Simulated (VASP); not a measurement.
Si2N, 6 atoms in the cell. It takes space group P4_2/mnm (No. 136, tetragonal). Conventional cell: a = 6.567 Å, b = 6.567 Å, c = 2.589 Å, α = 90.00°, β = 90.00°, γ = 90.00°. Within 2.5 Å of Si (site symmetry m2m) lie 2 N at 1.88 Å. N (site symmetry mmm) has 4 Si at 1.88 Å within 2.5 Å. 

```yaml
Program: VASP 6.6.1
Task: single point
Functional: PBE
Potentials_or_basis: VASP PAW PBE potentials, release 64 (Si, N)
Cutoff: 520 eV
k_mesh: 4 × 4 × 6
Occupations: gaussian, width 0.1 eV
Spin: no spin polarisation
Dipole_correction: no
Further_INCAR_settings: ALGO = Normal; EDIFF = 1e-07; NBANDS = 22
```

Potentials or basis: VASP PAW PBE potentials, release 64 (Si, N).

Command:

```console
$ cat potpaw_PBE.64/Si/POTCAR potpaw_PBE.64/N/POTCAR > POTCAR
$ mpirun -np 1 vasp_std > vasp.out
```

Hardware: 1 thread of Intel(R) Xeon(R) 6975P-C (Granite Rapids) (shared host).

Q: Estimate the wall time of this run.

A: Wall time 29 s on 1 thread of Intel(R) Xeon(R) 6975P-C (Granite Rapids), on a shared host, peak memory 0.22 GiB. Counts: scf iterations 16, k points 24.
